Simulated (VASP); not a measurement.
Wanted: the native input for a VASP 6.6.1 run.

| Quantity | Value |
| --- | --- |
| Task | single point |
| Functional | PBE |
| Potentials or basis | VASP PAW PBE potentials, release 64 (Hf_pv, C) |
| Cutoff | 520 eV |
| k mesh | 15 × 15 × 15 |
| Occupations | fermi-dirac, width 0.05 eV |
| Spin | no spin polarisation |
| Dipole correction | no |
| Further INCAR settings | ALGO = Normal; EDIFF = 1e-06; NBANDS = 14 |

The structure of HfC lies in POSCAR:

```
HfC
1.0
    0.0000000000      2.3172240222      2.3172240222
    2.3172240222      0.0000000000      2.3172240222
    2.3172240222      2.3172240222      0.0000000000
Hf C
1 1
Direct
    0.5000000000      0.5000000000      0.5000000000
    0.0000000000      0.0000000000      0.0000000000
```

This cell differs from its parent crystal: volume scaled by 0.99.

One way to write it, as run:

INCAR

```
SYSTEM = HfC
PREC     = Accurate       ! precision mode
ENCUT    = 520            ! plane-wave cutoff, eV
EDIFF    = 1E-6           ! SCF threshold, eV
ISMEAR   = -1             ! smearing method
SIGMA    = 0.05           ! smearing width, eV
LREAL    = .FALSE.        ! projectors in reciprocal space
LASPH    = .TRUE.         ! aspherical terms in the spheres
NELM     = 80             ! most SCF steps
ALGO     = Normal         ! electronic algorithm
ISIF     = 2              ! what is computed and relaxed
LWAVE    = .FALSE.        ! write WAVECAR
LCHARG   = .FALSE.        ! write CHGCAR
GGA      = PE             ! functional
NBANDS   = 14             ! bands
```

KPOINTS

```
regular mesh
0
G
  15 15 15
  0 0 0
```

Potentials or basis: VASP PAW PBE potentials, release 64 (Hf_pv, C).

Launch:

```sh
$ cat potpaw_PBE.64/Hf_pv/POTCAR potpaw_PBE.64/C/POTCAR > POTCAR
$ mpirun -np 1 vasp_std > vasp.out
```

Results of the run:

| Quantity | Value |
| --- | --- |
| Pressure | 2.0 GPa |
| Band gap on the k mesh | zero (band 7 reaches 7.04 eV, above the bottom of band 8 at 5.60 eV) |

Caveat: spin-orbit coupling is left out, which moves the levels of the heavy elements.

Run time: 22 s on 1 thread of Intel(R) Xeon(R) Platinum 8488C (Sapphire Rapids), with other jobs on the host, peak memory 0.17 GiB.
